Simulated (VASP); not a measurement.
Write the native input for VASP 6.6.1 that does the following.

* Task: relaxation of cell and atoms
* Functional: PBE
* Potentials or basis: VASP PAW PBE potentials, release 64 (Li_sv, Bi_d)
* Cutoff: 600 eV
* k mesh: 8 × 8 × 14
* Occupations: gaussian, width 0.1 eV
* Spin: no spin polarisation
* Dipole correction: no
* Further INCAR settings: ALGO = Normal; EDIFF = 1e-07; IBRION = 2; EDIFFG = -0.01; NSW = 100; ISIF = 3

The structure of LiBi3 lies in POSCAR:

```
LiBi3
1.0
    6.4067018647      0.0000000000      0.0000000000
    0.0000000000      6.4067018647      0.0000000000
    0.0000000000      0.0000000000      3.1554724076
Li Bi
1 3
Direct
    0.5000000000      0.5000000000      0.5000000000
    0.0000000000      0.0000000000      0.0000000000
    0.0000000000      0.5000000000      0.0000000000
    0.5000000000      0.0000000000      0.0000000000
```

These files were run (other wordings do the same):

INCAR

```
PREC     = Accurate       # precision mode
ENCUT    = 600            # plane-wave cutoff, eV
EDIFF    = 1E-7           # SCF threshold, eV
ISMEAR   = 0              # smearing method
SIGMA    = 0.1            # smearing width, eV
LREAL    = F              # projectors in reciprocal space
LASPH    = T              # aspherical terms in the spheres
NELM     = 100            # most SCF steps
ALGO     = Normal         # electronic algorithm
ISIF     = 3              # what is computed and relaxed
LWAVE    = F              # write WAVECAR
LCHARG   = F              # write CHGCAR
GGA      = PE             # functional
IBRION   = 2              # ionic algorithm
NSW      = 100            # ionic steps
EDIFFG   = -0.01          # ionic threshold
```

KPOINTS

```
regular mesh
0
Gamma
  8 8 14
```

Potentials or basis: VASP PAW PBE potentials, release 64 (Li_sv, Bi_d).

Run with:

```sh
$ cat potpaw_PBE.64/Li_sv/POTCAR potpaw_PBE.64/Bi_d/POTCAR > POTCAR
$ mpirun -np 1 vasp_std > vasp.out
```

It gave:

```json
{"Relaxed volume": "32.15 Å³/atom", "Relaxed cell": "a = 6.303 Å, b = 6.303 Å, c = 3.237 Å, α = 90.00°, β = 90.00°, γ = 90.00°", "Space group after relaxing (to 0.05 Å)": "P4/mmm (No. 123)", "Energy gained by relaxing": "12.0 meV/atom", "Ionic steps": "4", "Pressure after relaxing": "0.0 GPa", "Band gap on the k mesh": "zero (band 24 reaches 6.97 eV, above the bottom of band 25 at 4.17 eV)"}
```

Caveat: the cutoff is under 1.25 times the usual one of these potentials, so pressure, stress and relaxed cells hold a basis-set (Pulay) error; spin-orbit coupling is left out, which moves the levels of the heavy elements.

It took 12 min on 1 thread of Intel(R) Xeon(R) 6975P-C (Granite Rapids), on a shared host, peak memory 0.59 GiB.
